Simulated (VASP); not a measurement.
Crystal: HfB2.

```
CELL_PARAMETERS angstrom
3.07590 0.00000 0.00000
-1.53795 2.66381 0.00000
0.00000 0.00000 3.40896
ATOMIC_POSITIONS crystal
Hf 0.00000 0.00000 0.00000
B 0.66667 0.33333 0.50000
B 0.33333 0.66667 0.50000
```

Base run:

- Program: VASP 6.6.1
- Functional: PBEsol
- Potentials or basis: VASP PAW PBE potentials, release 64 (Hf_pv, B)
- Cutoff: 520 eV
- k mesh: 10 × 10 × 8
- Occupations: fermi-dirac, width 0.05 eV
- Spin: no spin polarisation

Its results: band gap on the k mesh zero (band 8 reaches 8.64 eV, above the bottom of band 9 at 7.76 eV); pressure 12.9 GPa.

Problem. The run is repeated on the same cell with these changes: functional from PBEsol to r2SCAN. What comes out?

Solution. Band gap on the k mesh zero (band 8 reaches 8.86 eV, above the bottom of band 9 at 7.93 eV); pressure 16.8 GPa.

Caveats: the PAW data sets were made with another functional, which shifts forces and pressure a little; spin-orbit coupling is left out, which moves the levels of the heavy elements.
